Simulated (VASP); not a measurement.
# InSb: single point with HSE06

Crystal: InSb.

```
CELL_PARAMETERS angstrom
0.00000 3.41069 3.13501
3.41069 0.00000 3.13501
3.41069 3.41069 0.00000
ATOMIC_POSITIONS crystal
In 0.00000 0.00000 0.00000
Sb 0.25000 0.25000 0.25000
```

This cell differs from its parent crystal: epitaxial xy strain +4.0%.

```json
{"Program": "VASP 6.6.1", "Task": "single point", "Functional": "HSE06", "Potentials or basis": "VASP PAW PBE potentials, release 64 (In_d, Sb)", "Cutoff": "520 eV", "k mesh": "4 × 4 × 4", "Occupations": "fermi-dirac, width 0.02 eV", "Spin": "no spin polarisation"}
```

| Item | Value |
| --- | --- |
| Pressure | -1.5 GPa |
| Band gap on the k mesh | 0.29 eV |

Stress tensor (GPa, compression positive):
```
-2.27  0.00  0.00
 0.00 -2.27  0.00
 0.00  0.00 -0.10
```

Levels at points of the mesh, in eV from the valence-band top:
```tsv
k point	band 5	band 6	band 7	band 8	band 9	band 10	band 11	band 12	band 13	band 14
(0.00, 0.00, 0.00)	-16.19	-11.25	-0.13	-0.13	0.00	0.29	3.55	3.74	3.74	6.49
(0.50, 0.00, 0.00)	-16.18	-9.91	-5.72	-1.22	-0.71	0.95	4.29	4.79	6.95	8.71
(0.50, 0.50, 0.00)	-16.18	-9.18	-5.81	-2.48	-2.48	1.53	1.77	8.85	8.85	9.62
(0.50, 0.00, 0.50)	-16.19	-9.39	-6.19	-2.07	-2.00	2.15	2.16	8.41	8.68	9.07
```

Wall time 17 min on 1 thread of Intel(R) Xeon(R) 6975P-C (Granite Rapids), with other jobs on the host, peak memory 0.32 GiB.

Caveat: the cell differs from its parent crystal (epitaxial xy strain +4.0%); the PAW data sets were made with another functional, which shifts forces and pressure a little; spin-orbit coupling is left out, which moves the levels of the heavy elements.
